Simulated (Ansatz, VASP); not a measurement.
# WSe2 in VASP and in Ansatz

The input INCAR:

```
PREC = Accurate
ENCUT = 520
EDIFF = 1E-7
ISMEAR = 0
SIGMA = 0.05
LREAL = Auto
LASPH = T
NELM = 60
ALGO = Normal
ISIF = 2
LWAVE = F
LCHARG = F
LDIPOL = T
IDIPOL = 3
DIPOL = 0.5 0.5 0.500
GGA = PS
NBANDS = 78
```

The input KPOINTS:

```
Automatic mesh
0
Gamma
  9 9 1
```

Contents of POSCAR:

```
WSe2
1.0
    3.2711504003      0.0000000000      0.0000000000
   -1.6355752001      2.8328993462      0.0000000000
    0.0000000000      0.0000000000     44.7891756116
Se W
10 5
Direct
    0.3333333333      0.6666666667      0.1674511731
    0.3333333333      0.6666666667      0.2421977774
    0.6666666667      0.3333333333      0.3150389355
    0.6666666667      0.3333333333      0.3897855398
    0.3333333333      0.6666666667      0.4626266978
    0.3333333333      0.6666666667      0.5373733022
    0.6666666667      0.3333333333      0.6102144602
    0.6666666667      0.3333333333      0.6849610645
    0.3333333333      0.6666666667      0.7578022226
    0.3333333333      0.6666666667      0.8325488269
    0.6666666667      0.3333333333      0.2048244753
    0.3333333333      0.6666666667      0.3524122376
    0.6666666667      0.3333333333      0.5000000000
    0.3333333333      0.6666666667      0.6475877624
    0.6666666667      0.3333333333      0.7951755247
```

Input for Ansatz:

```yaml
crystal:
  lattice:
    - [3.2711504003, 0.0, 0.0]
    - [-1.6355752001, 2.8328993462, 0.0]
    - [0.0, 0.0, 44.7891756116]
  atoms:
    - { symbol: Se, position: [0.3333333333, 0.6666666667, 0.1674511731] }
    - { symbol: W, position: [0.6666666667, 0.3333333333, 0.2048244753] }
    - { symbol: Se, position: [0.3333333333, 0.6666666667, 0.2421977774] }
    - { symbol: Se, position: [0.6666666667, 0.3333333333, 0.3150389355] }
    - { symbol: W, position: [0.3333333333, 0.6666666667, 0.3524122376] }
    - { symbol: Se, position: [0.6666666667, 0.3333333333, 0.3897855398] }
    - { symbol: Se, position: [0.3333333333, 0.6666666667, 0.4626266978] }
    - { symbol: W, position: [0.6666666667, 0.3333333333, 0.5] }
    - { symbol: Se, position: [0.3333333333, 0.6666666667, 0.5373733022] }
    - { symbol: Se, position: [0.6666666667, 0.3333333333, 0.6102144602] }
    - { symbol: W, position: [0.3333333333, 0.6666666667, 0.6475877624] }
    - { symbol: Se, position: [0.6666666667, 0.3333333333, 0.6849610645] }
    - { symbol: Se, position: [0.3333333333, 0.6666666667, 0.7578022226] }
    - { symbol: W, position: [0.6666666667, 0.3333333333, 0.7951755247] }
    - { symbol: Se, position: [0.3333333333, 0.6666666667, 0.8325488269] }
basis:
  ecutwfc: 420
kpoints:
  mp_grid: { grid: [9, 9, 1] }
hamiltonian:
  xc: pbesol
scf:
  occupations: { method: gaussian, width: 0.05 }
output:
  forces: true
  stress: true
  eigenvalues: true
  write_density: true
  write_potential: true
  elf: true
  volumetric_format: npy
efield:
  axis: 3
  dipole_correction: true
  ramp_width: 0.04
```

Alike in both runs: task single point; functional PBEsol; k mesh 9 × 9 × 1; occupations gaussian, width 0.05 eV; no spin polarisation.

|  | VASP | Ansatz |
| --- | --- | --- |
| version | VASP 6.6.1 | Ansatz 0.2.0 |
| potentials or method | VASP PAW PBE potentials, release 64 (Se, W_sv), cutoff 520 eV | scalar-relativistic, plane waves, PAW |
| valence electrons in the cell | 130 | 230 |

|  | VASP | Ansatz | Ansatz less VASP |
| --- | --- | --- | --- |
| gap on the k mesh at the Fermi level (eV) | 1.22 | 1.22 | +0.004 |
| least direct gap on the mesh (eV) | 1.61 | 1.61 | +0.004 |
| rms of the force components (eV/Å) | 0.033 | 0.010 | -0.0230 |

VASP's potentials were made for PBE, not for PBEsol. VASP's potentials hold 130 valence electrons a cell and Ansatz's 230, so a difference there can come from the potentials and not from the codes. Ansatz's warnings: xc potential rough in thin density.

Spin-orbit coupling is off throughout.
